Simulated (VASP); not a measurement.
Wanted: the native input for a VASP 6.6.1 run.

```yaml
Task: single point
Functional: PBE
Potentials_or_basis: VASP PAW PBE potentials, release 64 (Sr_sv, Cl)
Cutoff: 520 eV
k_mesh: 6 × 6 × 6
Occupations: fermi-dirac, width 0.02 eV
Spin: no spin polarisation
Dipole_correction: no
Further_INCAR_settings: ALGO = Normal; EDIFF = 1e-06; NBANDS = 19
```

The structure of SrCl2 lies in POSCAR:

```
SrCl2
1.0
    0.0000000000      3.4102751331      3.5470096865
    3.4102751331      0.0000000000      3.5470096865
    3.4102751331      3.4102751331      0.0000000000
Sr Cl
1 2
Direct
    0.0000000000      0.0000000000      0.0000000000
    0.2500000000      0.2500000000      0.2500000000
    0.7500000000      0.7500000000      0.7500000000
```

This cell differs from its parent crystal: epitaxial xy strain -2.5%.

These files were run (other wordings do the same):

INCAR

```
PREC = Accurate ; ENCUT = 520
EDIFF = 1E-6 ; ISMEAR = -1
SIGMA = 0.02 ; LREAL = False
LASPH = True ; NELM = 80
ALGO = Normal ; ISIF = 2
LWAVE = False ; LCHARG = False
GGA = PE ; NBANDS = 19
```

KPOINTS

```
Automatic mesh
0
Gamma
  6 6 6
```

Potentials or basis: VASP PAW PBE potentials, release 64 (Sr_sv, Cl).

Launch:

```console
$ cat potpaw_PBE.64/Sr_sv/POTCAR potpaw_PBE.64/Cl/POTCAR > POTCAR
$ mpirun -np 1 vasp_std > vasp.out
```

Results of the run:

```
Pressure               : 2.3 GPa
Band gap on the k mesh : 5.29 eV (least direct gap 5.39 eV)
```

Caveat: the cell differs from its parent crystal (epitaxial xy strain -2.5%); the structure was generated, so it needn't be the stable form of SrCl2.

Run time: 72 s on 1 thread of Intel Xeon 8259CL (shared host), peak memory 0.25 GiB.
